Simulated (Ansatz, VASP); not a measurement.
One calculation of PdC18, two programs

```
C Pd
1.0
     7.39800    0.00000    0.00000
    -3.69900    6.40686    0.00000
     0.00000    0.00000   12.00000
C Pd
18 1
Direct
  0.99804 0.00196 0.08309
  0.21867 0.11269 0.08417
  0.99796 0.33543 0.08080
  0.21897 0.44794 0.08236
  0.99785 0.66882 0.08069
  0.21939 0.78061 0.07869
  0.33118 0.00215 0.08069
  0.55293 0.11352 0.07992
  0.32942 0.33446 0.08919
  0.55376 0.44624 0.08964
  0.33099 0.66901 0.07877
  0.55206 0.78103 0.08236
  0.66457 0.00204 0.08080
  0.88620 0.11380 0.08222
  0.66600 0.33400 0.08196
  0.88648 0.44707 0.07992
  0.66554 0.67058 0.08919
  0.88731 0.78133 0.08417
  0.52417 0.47583 0.26135
```

Alike in both runs: functional PBE; k mesh 2 × 2 × 1; occupations gaussian, width 0.02 eV; no spin polarisation.

Ansatz relaxed the structure, and its values are those at the end. VASP's run is a single point on that final structure, the one shown.

|  | VASP | Ansatz |
| --- | --- | --- |
| version | VASP 6.6.1 | Ansatz 0.2.0 |
| potentials or method | VASP PAW PBE potentials, release 64 (C, Pd), cutoff 520 eV | scalar-relativistic, plane waves, PAW |
| valence electrons in the cell | 82 | 90 |

```tsv
	VASP	Ansatz	Ansatz less VASP
gap on the k mesh at the Fermi level (eV)	0.18	0.18	-0.002
rms of the force components (eV/Å)	0.013	0.010	-0.0029
```

VASP's potentials hold 82 valence electrons a cell and Ansatz's 90, so a difference there can come from the potentials and not from the codes. Ansatz's warnings: xc potential rough in thin density.

The k mesh is coarse, so the values compare programs but aren't converged.
